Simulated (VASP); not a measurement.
Here is a VASP 6.6.1 calculation.

The input INCAR:

```
SYSTEM = Ti6H
PREC = Accurate ; ENCUT = 520
EDIFF = 1E-7 ; ISMEAR = 0
SIGMA = 0.1 ; LREAL = .False.
LASPH = .True. ; NELM = 100
ALGO = Normal ; ISIF = 2
LWAVE = .False. ; LCHARG = .True.
LDIPOL = .True. ; IDIPOL = 3
DIPOL = 0.5 0.5 0.329 ; GGA = PE
LELF = .True. ; LVHAR = .True.
LVACPOTAV = .True. ; NBANDS = 46
```

The input KPOINTS:

```
regular mesh
0
Gamma
  6 6 1
  0 0 0
```

POSCAR

```
Ti6H
1.0
    4.6037402192      0.0000000000      0.0000000000
   -2.3018701096      3.9869559822      0.0000000000
    0.0000000000      0.0000000000     19.9968207719
Ti H
6 1
Direct
    0.6666666667      0.3333333333      0.2000317973
    0.3333333333      0.6666666667      0.2470259945
    0.0000000000      0.0000000000      0.2940201916
    0.6666666667      0.3333333333      0.3353091140
    0.3333333333      0.6666666667      0.3717707007
    0.0000000000      0.0000000000      0.4249085827
    0.6666666667      0.3333333333      0.4321672736
```

Potentials or basis: VASP PAW PBE potentials, release 64 (Ti_sv, H).

Run with:

```console
$ cat potpaw_PBE.64/Ti_sv/POTCAR potpaw_PBE.64/H/POTCAR > POTCAR
$ mpirun -np 1 vasp_std > vasp.out
```

Q: Estimate the band gap on the k mesh.

A: Zero (an odd number of electrons rules out a gap without spin polarisation).

Q: What does it give for the largest force?

A: 0.564 eV/Å.

Forces on the atoms (eV/Å):
```
Ti   0.000  0.000  0.072
Ti   0.000  0.000  0.419
Ti   0.000  0.000 -0.564
Ti   0.000  0.000  0.192
Ti   0.000  0.000  0.023
Ti   0.000  0.000 -0.145
H    0.000  0.000  0.003
```
